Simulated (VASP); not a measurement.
Set up this calculation in VASP 6.6.1, as the native input.

- Task: single point
- Functional: PBE
- Potentials or basis: VASP PAW PBE potentials, release 64 (Hf_pv, La)
- Cutoff: 520 eV
- k mesh: 5 × 5 × 5
- Occupations: fermi-dirac, width 0.05 eV
- Spin: no spin polarisation
- Dipole correction: no
- Further INCAR settings: ALGO = Normal; EDIFF = 1e-06; NBANDS = 30

The structure of La3Hf lies in POSCAR:

```
La3Hf
1.0
    4.9421412238      0.0000000000      0.0000000000
    0.0000000000      4.9421412238      0.0000000000
    0.0000000000      0.0000000000      4.9421412238
Hf La
1 3
Direct
    0.0000000000      0.0000000000      0.0000000000
    0.5000000000      0.5000000000      0.0000000000
    0.5000000000      0.0000000000      0.5000000000
    0.0000000000      0.5000000000      0.5000000000
```

These files were run (other wordings do the same):

INCAR

```
PREC = Accurate
ENCUT = 520
EDIFF = 1E-6
ISMEAR = -1
SIGMA = 0.05
LREAL = False
LASPH = True
NELM = 60
ALGO = Normal
ISIF = 2
LWAVE = False
LCHARG = False
GGA = PE
NBANDS = 30
```

KPOINTS

```
Automatic mesh
0
Gamma
  5 5 5
```

Potentials or basis: VASP PAW PBE potentials, release 64 (Hf_pv, La).

Command:

```bash
$ cat potpaw_PBE.64/Hf_pv/POTCAR potpaw_PBE.64/La/POTCAR > POTCAR
$ mpirun -np 1 vasp_std > vasp.out
```

Results of the run:

The pressure is 2.6 GPa and the band gap on the k mesh is zero (an odd number of electrons rules out a gap without spin polarisation).

Caveat: spin-orbit coupling is left out, which moves the levels of the heavy elements.

Run time: 59 s on 1 thread of Intel(R) Xeon(R) Platinum 8259CL CPU @ 2.50GHz (Skylake/Cascade Lake), on a shared host, peak memory 0.25 GiB.
